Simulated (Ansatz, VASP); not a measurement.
One calculation of Fe3Co, two programs

Contents of INCAR:

```
PREC     = Accurate       # precision mode
ENCUT    = 520            # plane-wave cutoff, eV
EDIFF    = 1E-7           # SCF threshold, eV
ISMEAR   = 0              # smearing method
SIGMA    = 0.1            # smearing width, eV
LREAL    = False          # projectors in reciprocal space
LASPH    = True           # aspherical terms in the spheres
NELM     = 150            # most SCF steps
ALGO     = Fast           # electronic algorithm
ISIF     = 2              # what is computed and relaxed
LWAVE    = False          # write WAVECAR
LCHARG   = True           # write CHGCAR
ISPIN    = 2              # spin polarisation
MAGMOM   = 4 4 4 3        # initial moments
LORBIT   = 11             # projections on sites
LMAXMIX  = 4              # l up to which the mixer works
GGA      = PS             # functional
LELF     = True           # ELF
LVHAR    = True         
NBANDS   = 28             # bands
```

File KPOINTS:

```
Automatic mesh
0
Gamma
  10 10 14
```

POSCAR

```
Fe3Co
1.0
    3.7351602846      0.0000000000      0.0000000000
    0.0000000000      3.7351602846      0.0000000000
    0.0000000000      0.0000000000      2.6250089484
Fe Co
3 1
Direct
    0.5000000000      0.5000000000      0.0000000000
    0.5000000000      0.0000000000      0.5000000000
    0.0000000000      0.5000000000      0.5000000000
    0.0000000000      0.0000000000      0.0000000000
```

Input for Ansatz:

```yaml
crystal:
  lattice:
    - [3.7351602846, 0.0, 0.0]
    - [0.0, 3.7351602846, 0.0]
    - [0.0, 0.0, 2.6250089484]
  atoms:
    - { symbol: Fe, position: [0.5, 0.5, 0.0], spin: 4.0 }
    - { symbol: Fe, position: [0.5, 0.0, 0.5], spin: 4.0 }
    - { symbol: Fe, position: [0.0, 0.5, 0.5], spin: 4.0 }
    - { symbol: Co, position: [0.0, 0.0, 0.0], spin: 3.0 }
basis:
  ecutwfc: 420
kpoints:
  mp_grid: { grid: [10, 10, 14] }
hamiltonian:
  xc: pbesol
scf:
  occupations: { method: gaussian, width: 0.1 }
  lower_state_search: "off"
output:
  forces: true
  stress: true
  eigenvalues: true
  populations: true
magnetization:
  spin_polarized: true
```

Alike in both runs: task single point; functional PBEsol; k mesh 10 × 10 × 14; occupations gaussian, width 0.1 eV; collinear spin.

|  | VASP | Ansatz |
| --- | --- | --- |
| version | VASP 6.6.1 | Ansatz 0.2.0 |
| potentials or method | VASP PAW PBE potentials, release 64 (Fe, Co), cutoff 520 eV | scalar-relativistic, plane waves, PAW |
| valence electrons in the cell | 33 | 65 |

```tsv
	VASP	Ansatz	Ansatz less VASP
gap on the k mesh at the Fermi level (eV)	none	none	-
net moment per atom (μB)	1.92	1.91	-0.010
size of the moment on the site where the two differ most (μB)	1.52	1.59	+0.071
```

VASP's potentials were made for PBE, not for PBEsol. Site moments also hang on the region over which each program counts them. A gap of «none» marks a metal or a gap that the smearing closes. With one functional, cell and mesh, what is left measures potentials, basis and numerics. VASP's potentials hold 33 valence electrons a cell and Ansatz's 65, so a difference there can come from the potentials and not from the codes.
